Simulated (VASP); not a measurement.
# SbTePd (P2_13) in VASP: further runs

The runs below take SbTePd through electric field gradients, with PBE, PBEsol.

Everything below comes from runs of VASP 6.6.1. Logs are shortened: lines on timing, memory, paths and dates and some standing lists are left out, and cuts for length are marked.

**1. The cell of the first run**

Symmetry: P2_13, No. 198, cubic system. Conventional cell: a = 6.536 Å, b = 6.536 Å, c = 6.536 Å, α = 90.00°, β = 90.00°, γ = 90.00°. Within 3.7 Å of Sb (site symmetry 3) lie 3 Pd at 2.72 Å and 7 Te at 2.88 to 3.64 Å. Te (site symmetry 3) has 3 Pd at 2.69 Å and 7 Sb at 2.88 to 3.64 Å within 3.7 Å. Within 3.6 Å of Pd (site symmetry 3) lie 3 Te at 2.69 Å and 3 Sb at 2.72 Å.

**2. Electric field gradients, PBE**

The input, INCAR:

```
ALGO = Normal
EDIFF = 1E-8
ENCUT = 520
GGA = PE
ISIF = 2
ISMEAR = -1
LASPH = T
LCHARG = F
LEFG = T
LREAL = F
LWAVE = F
NBANDS = 54
NELM = 100
PREC = Accurate
SIGMA = 0.05
```

The input, KPOINTS:

```
k-points
0
Gamma
  5 5 5
```

The input, POSCAR:

```
SbTePd
1.0
    6.5362000000      0.0000000000      0.0000000000
    0.0000000000      6.5362000000      0.0000000000
    0.0000000000      0.0000000000      6.5362000000
Sb Te Pd
4 4 4
Direct
    0.6270900000      0.6270900000      0.6270900000
    0.8729100000      0.3729100000      0.1270900000
    0.1270900000      0.8729100000      0.3729100000
    0.3729100000      0.1270900000      0.8729100000
    0.3727800000      0.3727800000      0.3727800000
    0.1272200000      0.6272200000      0.8727800000
    0.8727800000      0.1272200000      0.6272200000
    0.6272200000      0.8727800000      0.1272200000
    0.9980200000      0.9980200000      0.9980200000
    0.5019800000      0.0019800000      0.4980200000
    0.4980200000      0.5019800000      0.0019800000
    0.0019800000      0.4980200000      0.5019800000
```

Potentials or basis: VASP PAW PBE potentials, release 64 (Sb, Te, Pd).

Launch:

```sh
$ cat potpaw_PBE.64/Sb/POTCAR potpaw_PBE.64/Te/POTCAR potpaw_PBE.64/Pd/POTCAR > POTCAR
$ mpirun -np 1 vasp_std > vasp.out
```

OUTCAR:

```text
EDIFF = 1E-8
   ENCUT = 520
   GGA = PE
   ISIF = 2
   ISMEAR = -1
   LASPH = T
   LREAL = F
   NELM = 100
   PREC = Accurate

 ion  position               nearest neighbor table
   1  0.627  0.627  0.627-  10 2.72  11 2.72  12 2.72   5 2.88   6 3.64   7 3.64   8 3.64   7 3.64
                             8 3.64   6 3.64
   2  0.873  0.373  0.127-   9 2.72  11 2.72  12 2.72   6 2.88   5 3.64   7 3.64   8 3.64   7 3.64
                             8 3.64   5 3.64
   3  0.127  0.873  0.373-   9 2.72  10 2.72  12 2.72   7 2.88   6 3.64   5 3.64   8 3.64   8 3.64
                             6 3.64   5 3.64
   4  0.373  0.127  0.873-   9 2.72  10 2.72  11 2.72   8 2.88   6 3.64   7 3.64   5 3.64   6 3.64
                             5 3.64   7 3.64
   5  0.373  0.373  0.373-  10 2.69  11 2.69  12 2.69   1 2.88   2 3.64   3 3.64   4 3.64   3 3.64
                             4 3.64   2 3.64
   6  0.127  0.627  0.873-   9 2.69  11 2.69  12 2.69   2 2.88   1 3.64   3 3.64   4 3.64   3 3.64
                             4 3.64   1 3.64
   7  0.873  0.127  0.627-   9 2.69  10 2.69  12 2.69   3 2.88   2 3.64   1 3.64   4 3.64   4 3.64
                             2 3.64   1 3.64
   8  0.627  0.873  0.127-   9 2.69  10 2.69  11 2.69   4 2.88   2 3.64   3 3.64   1 3.64   2 3.64
                             1 3.64   3 3.64
   9  0.998  0.998  0.998-   6 2.69   7 2.69   8 2.69   2 2.72   3 2.72   4 2.72
  10  0.502  0.002  0.498-   5 2.69   7 2.69   8 2.69   1 2.72   3 2.72   4 2.72
  11  0.498  0.502  0.002-   5 2.69   6 2.69   8 2.69   1 2.72   2 2.72   4 2.72
  12  0.002  0.498  0.502-   5 2.69   6 2.69   7 2.69   1 2.72   2 2.72   3 2.72

  LATTYP: Found a simple cubic cell.
 ALAT       =     6.5362000000

  Lattice vectors:

 A1 = (   6.5362000000,   0.0000000000,   0.0000000000)
 A2 = (   0.0000000000,   6.5362000000,   0.0000000000)
 A3 = (   0.0000000000,   0.0000000000,   6.5362000000)

Analysis of symmetry for initial positions (statically):
=====================================================================
 Subroutine PRICEL returns:
 Original cell was already a primitive cell.

 Routine SETGRP: Setting up the symmetry group for a
 simple cubic supercell.

 Subroutine GETGRP returns: Found 12 space group operations
 (whereof  3 operations were pure point group operations)
 out of a pool of 48 trial point group operations.

The static configuration has the point symmetry C_3 .
 The point group associated with its full space group is T   .

Analysis of symmetry for dynamics (positions and initial velocities):
=====================================================================
 Subroutine PRICEL returns:
 Original cell was already a primitive cell.

 Routine SETGRP: Setting up the symmetry group for a
 simple cubic supercell.

 Subroutine GETGRP returns: Found 12 space group operations
 (whereof  3 operations were pure point group operations)
 out of a pool of 48 trial point group operations.

The dynamic configuration has the point symmetry C_3 .
 The point group associated with its full space group is T   .

 Subroutine INISYM returns: Found 12 space group operations
 (whereof  3 operations are pure point group operations),
 and found     1 'primitive' translations

----------------------------------------------------------------------------------------

                                     Primitive cell

  volume of cell :     279.2390

  direct lattice vectors                    reciprocal lattice vectors
     6.536200000  0.000000000  0.000000000     0.152994094  0.000000000  0.000000000
     0.000000000  6.536200000  0.000000000     0.000000000  0.152994094  0.000000000
     0.000000000  0.000000000  6.536200000     0.000000000  0.000000000  0.152994094

  length of vectors
     6.536200000  6.536200000  6.536200000     0.152994094  0.152994094  0.152994094

  position of ions in fractional coordinates (direct lattice)
     0.627090000  0.627090000  0.627090000
     0.872910000  0.372910000  0.127090000
     0.127090000  0.872910000  0.372910000
     0.372910000  0.127090000  0.872910000
     0.372780000  0.372780000  0.372780000
     0.127220000  0.627220000  0.872780000
     0.872780000  0.127220000  0.627220000
     0.627220000  0.872780000  0.127220000
     0.998020000  0.998020000  0.998020000
[... 106 lines left out ...]
   LRPA    =     F    only Hartree local field effects (RPA)
 non-spin polarized calculation
  energy-cutoff  :      520.00
  volume of cell :      279.24
 maximum number of plane-waves:      7538
 NGX is ok and might be reduce to    50
   NGX = 25   NGY = 25   NGZ = 25

 number of electron      84.0000008 magnetization

 Free energy of the ion-electron system (eV)
  ---------------------------------------------------
  ext. energy  EPLUGINS =         0.00000000
  ---------------------------------------------------
  free energy    TOTEN  =       -54.22587634 eV

  energy without entropy =      -54.18588172  energy(sigma->0) =      -54.20587903

 E-fermi :   8.8587     XC(G=0): -10.7025

 val. band max:        8.8292215960   @ k =  -0.2000   0.4000   0.0000
 cond. band min:       8.9238185761   @ k =   0.4000   0.0000   0.0000
 fundamental gap:      0.0945969801
 Fermi energy:         8.8587148148

 k-point     1 :       0.0000    0.0000    0.0000
  band No.  band energies     occupation
      1      -4.5224      2.00000
      2      -3.0006      2.00000
      3      -3.0006      2.00000
      4      -3.0006      2.00000
      5      -0.6573      2.00000
      6      -0.6573      2.00000
[... 616 lines left out ...]
     53      13.2974      0.00000
     54      13.5939      0.00000

------------------------ aborting loop because EDIFF is reached ----------------------------------------

  FORCE on cell =-STRESS in cart. coord.  units (eV):
  Direction    XX          YY          ZZ          XY          YZ          ZX
  --------------------------------------------------------------------------------------
  -------------------------------------------------------------------------------------
  Total        7.1999396      7.1999396      7.1999396     -0.0000000     -0.0000000     -0.0000000
  in kB       41.3107839     41.3107839     41.3107839     -0.0000000     -0.0000000     -0.0000000
  external PRESSURE =      41.3107839 kB  Pullay stress =       0.0000000 kB

 VOLUME and BASIS-vectors are now :
 -----------------------------------------------------------------------------
  energy-cutoff  :      520.00
  volume of cell :      279.24
      direct lattice vectors                 reciprocal lattice vectors
     6.536200000  0.000000000  0.000000000     0.152994094  0.000000000  0.000000000
     0.000000000  6.536200000  0.000000000     0.000000000  0.152994094  0.000000000
     0.000000000  0.000000000  6.536200000     0.000000000  0.000000000  0.152994094

 POSITION                                       TOTAL-FORCE (eV/Angst)
 -----------------------------------------------------------------------------------
      4.09879      4.09879      4.09879         0.087218      0.087218      0.087218
      5.70551      2.43741      0.83069        -0.087218     -0.087218      0.087218
      0.83069      5.70551      2.43741         0.087218     -0.087218     -0.087218
      2.43741      0.83069      5.70551        -0.087218      0.087218     -0.087218
      2.43656      2.43656      2.43656         0.029451      0.029451      0.029451
      0.83154      4.09964      5.70466        -0.029451     -0.029451      0.029451
      5.70466      0.83154      4.09964         0.029451     -0.029451     -0.029451
      4.09964      5.70466      0.83154        -0.029451      0.029451     -0.029451
      6.52326      6.52326      6.52326         0.255541      0.255541      0.255541
      3.28104      0.01294      3.25516        -0.255541     -0.255541      0.255541
      3.25516      3.28104      0.01294         0.255541     -0.255541     -0.255541
      0.01294      3.25516      3.28104        -0.255541      0.255541     -0.255541
 -----------------------------------------------------------------------------------
    total drift:                                0.000000     -0.000000      0.000000

  FREE ENERGIE OF THE ION-ELECTRON SYSTEM (eV)
  ---------------------------------------------------
  free  energy   TOTEN  =       -54.2258763405 eV

  energy  without entropy=      -54.1858817222  energy(sigma->0) =      -54.20587903

 Electric field gradients (V/A^2)
---------------------------------------------------------------------
 ion       V_xx      V_yy      V_zz      V_xy      V_xz      V_yz
---------------------------------------------------------------------
   1      -0.000    -0.000     0.000    90.776    90.776    90.776
   2      -0.000    -0.000     0.000    90.776   -90.776   -90.776
   3      -0.000    -0.000     0.000   -90.776   -90.776    90.776
   4      -0.000    -0.000     0.000   -90.776    90.776   -90.776
   5       0.000    -0.000    -0.000    30.579    30.579    30.579
   6       0.000    -0.000    -0.000    30.579   -30.579   -30.579
   7       0.000    -0.000     0.000   -30.579   -30.579    30.579
   8       0.000    -0.000    -0.000   -30.579    30.579   -30.579
   9       0.000    -0.000    -0.000    -1.543    -1.543    -1.543
  10       0.000    -0.000    -0.000    -1.543     1.543     1.543
  11       0.000    -0.000    -0.000     1.543     1.543    -1.543
  12       0.000    -0.000    -0.000     1.543    -1.543     1.543
---------------------------------------------------------------------

 Electric field gradients after diagonalization (V/A^2)
 (convention: |V_zz| > |V_xx| > |V_yy|)
----------------------------------------------------------------------
 ion       V_xx      V_yy      V_zz     asymmetry (V_yy - V_xx)/ V_zz
----------------------------------------------------------------------
   1     -90.776   -90.776   181.552       0.000
   2     -90.776   -90.776   181.552       0.000
   3     -90.776   -90.776   181.552       0.000
   4     -90.776   -90.776   181.552       0.000
   5     -30.579   -30.579    61.159       0.000
   6     -30.579   -30.579    61.159       0.000
   7     -30.579   -30.579    61.159       0.000
   8     -30.579   -30.579    61.159       0.000
   9       1.543     1.543    -3.085       0.000
  10       1.543     1.543    -3.085       0.000
  11       1.543     1.543    -3.085       0.000
  12       1.543     1.543    -3.085       0.000
----------------------------------------------------------------------

           NMR quadrupolar parameters

 Cq : quadrupolar parameter    Cq=e*Q*V_zz/h
 eta: asymmetry parameters     (V_yy - V_xx)/ V_zz
 Q  : nuclear electric quadrupole moment in mb (millibarn)
----------------------------------------------------------------------
 ion       Cq(MHz)       eta       Q (mb)
----------------------------------------------------------------------
   1       0.439       0.000       1.000
   2       0.439       0.000       1.000
   3       0.439       0.000       1.000
   4       0.439       0.000       1.000
   5       0.148       0.000       1.000
   6       0.148       0.000       1.000
   7       0.148       0.000       1.000
   8       0.148       0.000       1.000
   9      -0.007       0.000       1.000
  10      -0.007       0.000       1.000
  11      -0.007       0.000       1.000
  12      -0.007       0.000       1.000
----------------------------------------------------------------------
```

It took 15 min on 1 thread of Intel Xeon 8259CL, shared host; peak memory 0.43 GiB.

Results:

```
Free energy                             : -54.2259 eV
Pressure                                : 4.1 GPa
Largest force                           : 0.443 eV/Å
Band gap on the k mesh                  : zero (bands 42 and 43 overlap by 1.21 eV)
Largest electric field gradient by atom : Sb +181.6; Te +61.2; Pd -3.1 V/Å²
```

Forces in eV/Å, atoms in the order of the input:
```
Sb   0.087  0.087  0.087
Sb  -0.087 -0.087  0.087
Sb   0.087 -0.087 -0.087
Sb  -0.087  0.087 -0.087
Te   0.029  0.029  0.029
Te  -0.029 -0.029  0.029
Te   0.029 -0.029 -0.029
Te  -0.029  0.029 -0.029
Pd   0.256  0.256  0.256
Pd  -0.256 -0.256  0.256
Pd   0.256 -0.256 -0.256
Pd  -0.256  0.256 -0.256
```

Electric field gradients, principal values (V/Å²):
```
 atom    least   middle  greatest (by size)
 1 Sb  -90.776  -90.776             181.552
 2 Sb  -90.776  -90.776             181.552
 3 Sb  -90.776  -90.776             181.552
 4 Sb  -90.776  -90.776             181.552
 5 Te  -30.579  -30.579              61.159
 6 Te  -30.579  -30.579              61.159
 7 Te  -30.579  -30.579              61.159
 8 Te  -30.579  -30.579              61.159
 9 Pd    1.543    1.543              -3.085
10 Pd    1.543    1.543              -3.085
11 Pd    1.543    1.543              -3.085
12 Pd    1.543    1.543              -3.085
```

Caveat: the cell stands under pressure; without QUAD_EFG the Cq values of the log hold for a quadrupole moment of 1 mb, not for the nuclei; spin-orbit coupling is left out, which moves the levels of the heavy elements.

(Continued in part 2 of 2.)

The gap in the log of VASP goes by the Fermi energy; the results here count the filled bands.